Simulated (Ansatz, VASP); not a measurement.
# Ni: VASP beside Ansatz

Contents of INCAR:

```
PREC = Accurate
ENCUT = 520
EDIFF = 1E-7
ISMEAR = -1
SIGMA = 0.1
LREAL = F
LASPH = T
NELM = 150
ALGO = Normal
ISIF = 2
LWAVE = F
LCHARG = F
ISPIN = 2
MAGMOM = 1
LORBIT = 11
LMAXMIX = 4
GGA = CA
NBANDS = 15
```

The input KPOINTS:

```
regular mesh
0
Gamma
  19 19 19
```

Contents of POSCAR:

```
Ni
1.0
    1.9883260650      0.0000000000      0.0000000000
    0.0000000000      1.9883260650      0.0000000000
    0.0000000000      0.0000000000      1.9883260650
Ni
1
Direct
    0.0000000000      0.0000000000      0.0000000000
```

Input for Ansatz:

```yaml
crystal:
  lattice:
    - [1.988326065, 0.0, 0.0]
    - [0.0, 1.988326065, 0.0]
    - [0.0, 0.0, 1.988326065]
  atoms:
    - { symbol: Ni, position: [0.0, 0.0, 0.0], spin: 1.0 }
magnetization:
  spin_polarized: true
kpoints:
  mp_grid: { grid: [19, 19, 19] }
scf:
  occupations: { method: fermi_dirac, width: 0.1 }
hamiltonian:
  xc: lda
  pseudopotentials: { kind: all_electron, lapw: { basis_error: 0.001 } }
output:
  forces: true
  stress: true
  eigenvalues: true
  populations: true
```

Change from the starting cell: volume scaled by 0.68, LAPW.

Alike in both runs: task single point; functional LDA; k mesh 19 × 19 × 19; occupations fermi-dirac, width 0.1 eV; collinear spin.

```csv
,VASP,Ansatz
version,VASP 6.6.1,Ansatz 0.2.0
potentials or method,"VASP PAW LDA potentials, release 64 (Ni), cutoff 520 eV","all-electron LAPW, scalar-relativistic"
```

Ansatz gave:

```
pressure (GPa)           : 178.4
net moment per atom (μB) : 0.00
```

Q: What did VASP give for the same quantities?

A: Pressure (GPa): 175.0; net moment per atom (μB): 0.00.

LDA's correlation is that of Perdew and Zunger in VASP and of Perdew and Wang (1992) in Ansatz. Both programs put the cell under a high pressure, so it lies far from rest at this level. Ansatz ran all-electron here, and VASP with PAW potentials. Ansatz's warnings: seeded moment not kept.

Noted on VASP's run: the cell as given lies far from equilibrium.
